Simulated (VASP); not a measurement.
Write the native input for VASP 6.6.1 that does the following.

- Task: single point
- Functional: PBE
- Potentials or basis: VASP PAW PBE potentials, release 64 (Pb_d, S)
- Cutoff: 520 eV
- k mesh: 8 × 8 × 8
- Occupations: fermi-dirac, width 0.01 eV
- Spin: no spin polarisation
- Dipole correction: no
- Further INCAR settings: ALGO = Normal; EDIFF = 1e-06; NBANDS = 17

The structure of PbS lies in POSCAR:

```
PbS
1.0
    0.0000000000      2.9353500000      2.9650000000
    2.9353500000      0.0000000000      2.9650000000
    2.9353500000      2.9353500000      0.0000000000
Pb S
1 1
Direct
    0.0000000000      0.0000000000      0.0000000000
    0.5000000000      0.5000000000      0.5000000000
```

This cell differs from its parent crystal: equal xx and yy strain of -1 %.

One way to write it, as run:

INCAR

```
ALGO = Normal ; EDIFF = 1E-6
ENCUT = 520 ; GGA = PE
ISIF = 2 ; ISMEAR = -1
LASPH = T ; LCHARG = F
LREAL = F ; LWAVE = F
NBANDS = 17 ; NELM = 80
PREC = Accurate ; SIGMA = 0.01
```

KPOINTS

```
k-points
0
Gamma
  8 8 8
```

Potentials or basis: VASP PAW PBE potentials, release 64 (Pb_d, S).

Launch:

```console
$ cat potpaw_PBE.64/Pb_d/POTCAR potpaw_PBE.64/S/POTCAR > POTCAR
$ mpirun -np 1 vasp_std > vasp.out
```

It gave:

```yaml
Pressure: 3.5 GPa
Band_gap_on_the_k_mesh: 0.28 eV, direct
```

Caveat: the cell differs from its parent crystal (equal xx and yy strain of -1 %); spin-orbit coupling is left out, which moves the levels of the heavy elements.

It took 33 s on 1 thread of AMD EPYC 7R43 64-Core Processor (Zen 3) (shared host), peak memory 0.17 GiB.
